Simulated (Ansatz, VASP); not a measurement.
# MgO in VASP and in Ansatz

```
CELL_PARAMETERS angstrom
0.00000 2.08165 2.08165
2.08165 0.00000 2.08165
2.08165 2.08165 0.00000
ATOMIC_POSITIONS crystal
Mg 0.00000 0.00000 0.00000
O 0.50000 0.50000 0.50000
```

Alike in both runs: functional LDA; k mesh 8 × 8 × 8; occupations gaussian, width 0.1 eV; no spin polarisation.

Ansatz relaxed the structure, and its values are those at the end. VASP's run is a single point on that final structure, the one shown.

```csv
,VASP,Ansatz
version,VASP 6.6.1,Ansatz 0.2.0
potentials or method,"VASP PAW LDA potentials, release 64 (Mg, O), cutoff 520 eV","scalar-relativistic, plane waves, PAW"
valence electrons in the cell,8,16
```

|  | VASP | Ansatz | Ansatz less VASP |
| --- | --- | --- | --- |
| gap on the k mesh at the Fermi level (eV) | 5.00 | 5.01 | +0.005 |
| least direct gap on the mesh (eV) | 5.00 | 5.01 | +0.005 |
| pressure (GPa) | -2.2 | -0.3 | +1.86 |

Ansatz warns that its potentials were made for another functional, while VASP's fit it. LDA's correlation is that of Perdew and Zunger in VASP and of Perdew and Wang (1992) in Ansatz. VASP's potentials hold 8 valence electrons a cell and Ansatz's 16, so a difference there can come from the potentials and not from the codes.
